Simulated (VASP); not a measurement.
Input of a VASP 6.6.1 run:

INCAR

```
SYSTEM = AlO2
  ALGO = Normal
  EDIFF = 1E-7
  ENCUT = 520
  GGA = CA
  ISIF = 2
  ISMEAR = -1
  LASPH = .TRUE.
  LCHARG = .FALSE.
  LREAL = .FALSE.
  LWAVE = .FALSE.
  NBANDS = 24
  NELM = 60
  PREC = Accurate
  SIGMA = 0.05
```

Contents of KPOINTS:

```
k-points
0
G
  9 9 7
  0 0 0
```

The input POSCAR:

```
AlO2
1.0
    1.4881620000     -5.4028330000      0.0000000000
    1.4881620000      5.4028330000      0.0000000000
    0.0000000000      0.0000000000      3.6466120000
Al O
2 4
Direct
    0.6681330000      0.3318670000      0.7500000000
    0.3318670000      0.6681330000      0.2500000000
    0.0610720000      0.9389280000      0.7500000000
    0.9389280000      0.0610720000      0.2500000000
    0.2941840000      0.7058160000      0.7500000000
    0.7058160000      0.2941840000      0.2500000000
```

Potentials or basis: VASP PAW LDA potentials, release 64 (Al, O).

Run with:

```sh
$ cat potpaw_LDA.64/Al/POTCAR potpaw_LDA.64/O/POTCAR > POTCAR
$ mpirun -np 1 vasp_std > vasp.out
```

Q: Predict the pressure.

A: -11.2 GPa.

Q: Estimate the largest force.

A: 0.487 eV/Å.

Q: What does it give for the band gap on the k mesh?

A: Zero (bands 15 and 16 overlap by 0.41 eV).

Stress tensor (GPa, compression positive):
```
-11.19   0.00   0.00
  0.00 -11.81   0.00
  0.00   0.00 -10.67
```

Caveat: the cell stands under tension.
